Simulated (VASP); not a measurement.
# AlRu (Pm-3m) in VASP: phonons with PBEsol+D4

Aim: the phonons of AlRu with PBEsol+D4.

All numbers are computed with VASP 6.6.1; they aren't measurements. Logs are shortened: lines on timing, memory, paths and dates and some standing lists are left out, and cuts for length are marked.

**1. The cell of the first run**

Symmetry: Pm-3m, No. 221, cubic system. The conventional cell has a = 2.992 Å, b = 2.992 Å, c = 2.992 Å, α = 90.00°, β = 90.00°, γ = 90.00°. Within 3.4 Å of Al (site symmetry m-3m) lie 8 Ru at 2.59 Å and 6 Al at 2.99 Å. Within 3.4 Å of Ru (site symmetry m-3m) lie 8 Al at 2.59 Å and 6 Ru at 2.99 Å.

**2. Phonons, PBEsol+D4**

Contents of INCAR:

```
PREC = Accurate
ENCUT = 520
EDIFF = 1E-8
ISMEAR = 1
SIGMA = 0.3
LREAL = F
LASPH = T
NELM = 60
ALGO = Normal
ISIF = 2
LWAVE = F
LCHARG = F
GGA = PS
IVDW = 13
IBRION = 6
NFREE = 2
POTIM = 0.015
NSW = 1
```

Contents of KPOINTS:

```
Automatic mesh
0
Gamma
  5 5 5
```

Contents of POSCAR:

```
AlRu
1.0
    2.9916000000      0.0000000000      0.0000000000
    0.0000000000      2.9916000000      0.0000000000
    0.0000000000      0.0000000000      2.9916000000
Al Ru
1 1
Direct
    0.0000000000      0.0000000000      0.0000000000
    0.5000000000      0.5000000000      0.5000000000
```

Potentials or basis: VASP PAW PBE potentials, release 64 (Al, Ru_pv).

Started as:

```console
$ cat potpaw_PBE.64/Al/POTCAR potpaw_PBE.64/Ru_pv/POTCAR > POTCAR
$ mpirun -np 1 vasp_std > vasp.out
```

OUTCAR:

```text
PREC = Accurate
   ENCUT = 520
   EDIFF = 1E-8
   ISMEAR = 1
   LREAL = F
   LASPH = T
   NELM = 60
   ISIF = 2
   GGA = PS
   IVDW = 13
   IBRION = 6
   NFREE = 2
   POTIM = 0.015
   NSW = 1

 ion  position               nearest neighbor table
   1  0.000  0.000  0.000-   2 2.59   2 2.59   2 2.59   2 2.59   2 2.59   2 2.59   2 2.59   2 2.59

   2  0.500  0.500  0.500-   1 2.59   1 2.59   1 2.59   1 2.59   1 2.59   1 2.59   1 2.59   1 2.59

  LATTYP: Found a simple cubic cell.
 ALAT       =     2.9916000000

  Lattice vectors:

 A1 = (   2.9916000000,   0.0000000000,   0.0000000000)
 A2 = (   0.0000000000,   2.9916000000,   0.0000000000)
 A3 = (   0.0000000000,   0.0000000000,   2.9916000000)

Analysis of symmetry for initial positions (statically):
=====================================================================
 Subroutine PRICEL returns:
 Original cell was already a primitive cell.

 Routine SETGRP: Setting up the symmetry group for a
 simple cubic supercell.

 Subroutine GETGRP returns: Found 48 space group operations
 (whereof 48 operations were pure point group operations)
 out of a pool of 48 trial point group operations.

The static configuration has the point symmetry O_h .

Analysis of symmetry for dynamics (positions and initial velocities):
=====================================================================
 Subroutine PRICEL returns:
 Original cell was already a primitive cell.

 Routine SETGRP: Setting up the symmetry group for a
 simple cubic supercell.

 Subroutine GETGRP returns: Found 48 space group operations
 (whereof 48 operations were pure point group operations)
 out of a pool of 48 trial point group operations.

The dynamic configuration has the point symmetry O_h .

 Subroutine INISYM returns: Found 48 space group operations
 (whereof 48 operations are pure point group operations),
 and found     1 'primitive' translations

----------------------------------------------------------------------------------------

                                     Primitive cell

  volume of cell :      26.7738

  direct lattice vectors                    reciprocal lattice vectors
     2.991600000  0.000000000  0.000000000     0.334269287  0.000000000  0.000000000
     0.000000000  2.991600000  0.000000000     0.000000000  0.334269287  0.000000000
     0.000000000  0.000000000  2.991600000     0.000000000  0.000000000  0.334269287

  length of vectors
     2.991600000  2.991600000  2.991600000     0.334269287  0.334269287  0.334269287

  position of ions in fractional coordinates (direct lattice)
     0.000000000  0.000000000  0.000000000
     0.500000000  0.500000000  0.500000000

  ion indices of the primitive-cell ions
   primitive index   ion index
                 1           1
                 2           2

----------------------------------------------------------------------------------------

 KPOINTS: Automatic mesh

Automatic generation of k-mesh.
 Grid dimensions read from file:
 generate k-points for:    5    5    5

 Generating k-lattice:

  Cartesian coordinates                     Fractional coordinates (reciprocal lattice)
     0.066853857  0.000000000  0.000000000     0.200000000  0.000000000  0.000000000
     0.000000000  0.066853857  0.000000000     0.000000000  0.200000000  0.000000000
     0.000000000  0.000000000  0.066853857     0.000000000  0.000000000  0.200000000

  Length of vectors
     0.066853857  0.066853857  0.066853857

  Shift w.r.t. Gamma in fractional coordinates (k-lattice)
     0.000000000  0.000000000  0.000000000

 Subroutine IBZKPT returns following result:
 ===========================================

 Found     10 irreducible k-points:

 Following reciprocal coordinates:
            Coordinates               Weight
  0.000000  0.000000  0.000000      1.000000
  0.200000  0.000000  0.000000      6.000000
  0.400000  0.000000  0.000000      6.000000
  0.200000  0.200000  0.000000     12.000000
  0.400000  0.200000  0.000000     24.000000
  0.400000  0.400000  0.000000     12.000000
  0.200000  0.200000  0.200000      8.000000
  0.400000  0.200000  0.200000     24.000000
  0.400000  0.400000  0.200000     24.000000
  0.400000  0.400000  0.400000      8.000000
   k-points           NKPTS =     10   k-points in BZ     NKDIM =     10   number of bands    NBANDS=     12
   number of dos      NEDOS =    301   number of ions     NIONS =      2
   total plane-waves  NPLWV =  13824
   dimension x,y,z NGX =    24 NGY =   24 NGZ =   24
   dimension x,y,z NGXF=    48 NGYF=   48 NGZF=   48
   ions per type =               1   1
   NGX,Y,Z   is equivalent  to a cutoff of  13.34, 13.34, 13.34 a.u.
   NGXF,Y,Z  is equivalent  to a cutoff of  26.67, 26.67, 26.67 a.u.
 SYSTEM =  unknown system
   PREC   = accura    normal or accurate (medium, high low for compatibility)
   ISTART =      0    job   : 0-new  1-cont  2-samecut
   ICHARG =      2    charge: 1-file 2-atom 10-const
   ISPIN  =      1    spin polarized calculation?
   LNONCOLLINEAR =      F non collinear calculations
   LSORBIT =      F    spin-orbit coupling
   LASPH  =      T    aspherical Exc in radial PAW
   ENCUT  =  520.0 eV  38.22 Ry    6.18 a.u.   5.56  5.56  5.56*2*pi/ulx,y,z
   NELM   =     60;   NELMIN=  2; NELMDL= -5     # of ELM steps
   EDIFF  = 0.1E-07   stopping-criterion for ELM
   LREAL  =      F    real-space projection
   EDIFFG = 0.1E-06   stopping-criterion for IOM
   NSW    =     61    number of steps for IOM
   IBRION =      6    ionic relax: 0-MD 1-quasi-New 2-CG
   NFREE  =      2    steps in history (QN), initial steepest desc. (CG)
   ISIF   =      2    stress and relaxation
   ISYM   =      2    0-nonsym 1-usesym 2-fastsym
   POTIM  = 0.0150    time-step for ionic-motion
   TEBEG  =    0.0;   TEEND  =   0.0 temperature during run
   PSTRESS=    0.0 pullay stress
   NELECT =      17.0000    total number of electrons
   NUPDOWN=      -1.0000    fix difference up-down
   EMIN   =  10.00;   EMAX   =-10.00  energy-range for DOS
   EFERMI =   0.00;   METHOD = LEGACY
   ISMEAR =     1;   SIGMA  =   0.30  broadening in eV -4-tet -1-fermi 0-gaus
   EFERMI_NEDOS =   21; number of points for ismear=-14 and -15
   IALGO  =     38    algorithm
   IMIX   =      4    mixing-type and parameters
     AMIX     =   0.40;   BMIX     =  1.00
     AMIX_MAG =   1.60;   BMIX_MAG =  1.00
  volume/ion in A,a.u.               =      13.39        90.34
  Fermi-wavevector in a.u.,A,eV,Ry     =   1.407087  2.659009 26.938090  1.979894
  Thomas-Fermi vector in A             =   2.529382
   LORBIT       =      0    0 simple, 1 ext, 2 COOP (PROOUT), +10 PAW based schemes
   GGA     = PS    functional components
   LHFCALC =     F    Hartree Fock is set to
   AEXX    =    0.0000 exact exchange contribution
   IVDW    =    13    specifies the selected vdW correction
   LEPSILON=     F    determine dielectric tensor
   LRPA    =     F    only Hartree local field effects (RPA)
 finite differences with symmetry
 non-spin polarized calculation
 Methfessel and Paxton  Order N= 1 SIGMA  =   0.30
  energy-cutoff  :      520.00
  volume of cell :       26.77
 maximum number of plane-waves:       739
 NGX is ok and might be reduce to    24
   NGX = 11   NGY = 11   NGZ = 11

--------------------------------------- Ionic step        1  -------------------------------------------

 number of electron      16.9999995 magnetization

 Free energy of the ion-electron system (eV)
  ---------------------------------------------------
  ext. energy  EPLUGINS =         0.00000000
  ---------------------------------------------------
  free energy    TOTEN  =       -15.42617489 eV

  energy without entropy =      -15.41972325  energy(sigma->0) =      -15.42402434

------------------------ aborting loop because EDIFF is reached ----------------------------------------

  DFT-D4 for vdW energy calculation

  Edisp (eV):   -0.54979

  FORCE on cell =-STRESS in cart. coord.  units (eV):
  Direction    XX          YY          ZZ          XY          YZ          ZX
  --------------------------------------------------------------------------------------
  -------------------------------------------------------------------------------------
  Total      -0.92033    -0.92033    -0.92033     0.00000     0.00000    -0.00000
  in kB     -55.07391   -55.07391   -55.07391     0.00000     0.00000    -0.00000
  external pressure =      -55.07 kB  Pullay stress =        0.00 kB
[... 141 lines left out ...]
  energy  without entropy=      -15.9686516306  energy(sigma->0) =      -15.97295271

--------------------------------------- Ionic step        5  -------------------------------------------

 number of electron      16.9999997 magnetization

 Free energy of the ion-electron system (eV)
  ---------------------------------------------------
  ext. energy  EPLUGINS =         0.00000000
  ---------------------------------------------------
  free energy    TOTEN  =       -15.42531167 eV

  energy without entropy =      -15.41886006  energy(sigma->0) =      -15.42316113

 E-fermi :  10.7339     XC(G=0): -12.6843

 val. band max:       10.6637294944   @ k =   0.2000   0.4000   0.4000
 cond. band min:      10.8120959564   @ k =   0.0000   0.0000   0.0000
 fundamental gap:      0.1483664620
 Fermi energy:        10.7338649578

 k-point     1 :       0.0000    0.0000    0.0000
  band No.  band energies     occupation
      1     -31.0840      2.00000
      2     -31.0840      2.00000
      3     -31.0840      2.00000
      4       0.9137      2.00000
      5       7.0082      2.00000
      6       7.0084      2.00000
      7      10.8121      0.57484
      8      10.8123      0.57356
      9      10.8124      0.57356
     10      16.6728     -0.00000
     11      16.6728     -0.00000
     12      16.6731     -0.00000
[... 286 lines left out ...]
  FREE ENERGIE OF THE ION-ELECTRON SYSTEM (eV)
  ---------------------------------------------------
  free  energy   TOTEN  =       -15.9751032444 eV

  energy  without entropy=      -15.9686516367  energy(sigma->0) =      -15.97295271

 INTERNAL STRAIN TENSORS FROM DISPLACED ATOMS
 ============================================

 INTERNAL STRAIN TENSOR FOR ION    1 for displacements in x,y,z  (eV/Angst):
          X           Y           Z          XY          YZ          ZX
  --------------------------------------------------------------------------------
  x     0.00000     0.00000     0.00000     0.00000     0.00000     0.00000
  y     0.00000     0.00000     0.00000     0.00000     0.00000     0.00000
  z     0.00000     0.00000     0.00000     0.00000     0.00000     0.00000

 INTERNAL STRAIN TENSOR FOR ION    2 for displacements in x,y,z  (eV/Angst):
          X           Y           Z          XY          YZ          ZX
  --------------------------------------------------------------------------------
  x     0.00000     0.00000     0.00000     0.00000     0.00000     0.00000
  y     0.00000     0.00000     0.00000     0.00000     0.00000     0.00000
  z     0.00000     0.00000     0.00000     0.00000     0.00000     0.00000

 Eigenvectors and eigenvalues of the dynamical matrix
 ----------------------------------------------------

   1 f  =    9.389991 THz    58.999053 2PiTHz  313.216384 cm-1    38.833865 meV
             X         Y         Z           dx          dy          dz
      0.000000  0.000000  0.000000     0.888451   -0.000000   -0.000000
      1.495800  1.495800  1.495800    -0.458971    0.000000    0.000000

   2 f  =    9.389991 THz    58.999053 2PiTHz  313.216384 cm-1    38.833865 meV
             X         Y         Z           dx          dy          dz
      0.000000  0.000000  0.000000    -0.000000    0.888451   -0.000000
      1.495800  1.495800  1.495800    -0.000000   -0.458971    0.000000
[... 11 lines left out ...]
   5 f/i=    0.000588 THz     0.003694 2PiTHz    0.019611 cm-1     0.002431 meV
             X         Y         Z           dx          dy          dz
      0.000000  0.000000  0.000000    -0.000000    0.458971   -0.000000
      1.495800  1.495800  1.495800    -0.000000    0.888451    0.000000

   6 f/i=    0.000588 THz     0.003694 2PiTHz    0.019611 cm-1     0.002431 meV
             X         Y         Z           dx          dy          dz
      0.000000  0.000000  0.000000    -0.000000   -0.000000   -0.458971
      1.495800  1.495800  1.495800     0.000000    0.000000   -0.888451

 ELASTIC MODULI CONTR FROM IONIC RELAXATION (kBar)
 Direction    XX          YY          ZZ          XY          YZ          ZX
 --------------------------------------------------------------------------------
 XX           0.0000      0.0000      0.0000      0.0000      0.0000      0.0000
 YY           0.0000      0.0000      0.0000      0.0000      0.0000      0.0000
 ZZ           0.0000      0.0000      0.0000      0.0000      0.0000      0.0000
 XY           0.0000      0.0000      0.0000      0.0000      0.0000      0.0000
 YZ           0.0000      0.0000      0.0000      0.0000      0.0000      0.0000
 ZX           0.0000      0.0000      0.0000      0.0000      0.0000      0.0000
 --------------------------------------------------------------------------------
```

Wall time 20 s (1 thread of Intel Xeon 6975P-C, shared host); peak memory 0.15 GiB.

Results:

```yaml
Highest_phonon_frequency_at_Γ_LO-TO_splitting_left_out: 313 cm⁻¹
Dispersion_energy_per_atom: -0.275 eV
```

Phonon frequencies in cm⁻¹ (negative: imaginary):
| q point | frequencies |
| --- | --- |
| (0.000, 0.000, 0.000) | 0 0 0 313 313 313 |

Caveat: the k points lie up to 0.42 Å⁻¹ apart; the cell wasn't relaxed at this level first, which shifts response properties; the PAW data sets were made with another functional, which shifts forces and pressure a little.
